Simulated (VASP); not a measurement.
Set up this calculation in VASP 6.6.1, as the native input.

```
Task                   : single point
Functional             : PBE
Potentials or basis    : VASP PAW PBE potentials, release 64 (Li_sv, F)
Cutoff                 : 520 eV
k mesh                 : 6 × 6 × 8
Occupations            : gaussian, width 0.02 eV
Spin                   : no spin polarisation
Dipole correction      : no
Further INCAR settings : ALGO = Normal; EDIFF = 1e-06; NBANDS = 24
```

The structure of LiF lies in POSCAR:

```
LiF
1.0
    4.7113931255      0.0000000000      0.0000000000
   -2.3556965628      4.0801861338      0.0000000000
    0.0000000000      0.0000000000      2.7805583546
Li F
3 3
Direct
    0.6219683562      0.6219683562      0.0000000000
    0.3780316438      0.0000000000      0.3333333333
    0.0000000000      0.3780316438      0.6666666667
    0.0000000000      0.6385519856      0.1666666667
    0.3614480144      0.3614480144      0.5000000000
    0.6385519856      0.0000000000      0.8333333333
```

The input as run:

INCAR

```
PREC = Accurate
ENCUT = 520
EDIFF = 1E-6
ISMEAR = 0
SIGMA = 0.02
LREAL = False
LASPH = True
NELM = 80
ALGO = Normal
ISIF = 2
LWAVE = False
LCHARG = False
GGA = PE
NBANDS = 24
```

KPOINTS

```
regular mesh
0
Gamma
  6 6 8
```

Potentials or basis: VASP PAW PBE potentials, release 64 (Li_sv, F).

Launch:

```bash
$ cat potpaw_PBE.64/Li_sv/POTCAR potpaw_PBE.64/F/POTCAR > POTCAR
$ mpirun -np 1 vasp_std > vasp.out
```

Results of the run:

The largest force is 0.004 eV/Å and the band gap on the k mesh is 8.26 eV.

Run time: 17 s on 1 thread of Intel(R) Xeon(R) 6975P-C (Granite Rapids), with other jobs on the host, peak memory 0.19 GiB.
